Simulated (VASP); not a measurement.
Runs of VASP 6.6.1 on AgCl. The structure is that of space group Pm-3m (No. 221), or close to it. The cells are those of the table. 

```tsv
level	cell	k mesh	gap on the mesh (eV)	pressure (GPa)
PBE	a = 3.498 Å, 2 atoms	6 × 6 × 6	0.57	-2.4
PBE	a = 3.396 Å, 2 atoms	8 × 8 × 8	0.58	1.5
r2SCAN	a = 3.396 Å, 2 atoms	6 × 6 × 6	1.19	-0.1
r2SCAN	a = 3.326 Å, 2 atoms	6 × 6 × 6	1.24	(b)
r2SCAN	a = 3.361 Å, 2 atoms	6 × 6 × 6	(c)	1.8
PBE	a = 3.396 Å, 2 atoms	6 × 6 × 6	0.58	1.4
PBE	a = 3.431 Å, 2 atoms	6 × 6 × 6	0.57	-0.1
r2SCAN	a = 3.429 Å, 2 atoms	6 × 6 × 6	1.17	-1.7
PBE	a = 3.465 Å, 2 atoms	6 × 6 × 6	0.57	-1.4
PBE	a = 3.361 Å, 2 atoms	6 × 6 × 6	0.60	3.3
r2SCAN	a = 3.462 Å, 2 atoms	6 × 6 × 6	(a)	-3.0
r2SCAN	a = 3.396 Å, 2 atoms	8 × 8 × 8	1.19	-0.1
```

Alike in all rows: task single point; potentials or basis VASP PAW PBE potentials, release 64 (Ag, Cl); no spin polarisation; cutoff (eV) 520; smearing gaussian 0.01 eV.

Fill in the values left out.

(a) 1.15; (b) 4.0; (c) 1.21.

Caveats: the PAW data sets were made with another functional, which shifts forces and pressure a little (at least some runs); the cell stands under pressure (at least some runs).

A k mesh can miss the band edges, and the runs leave out spin-orbit coupling on Ag.
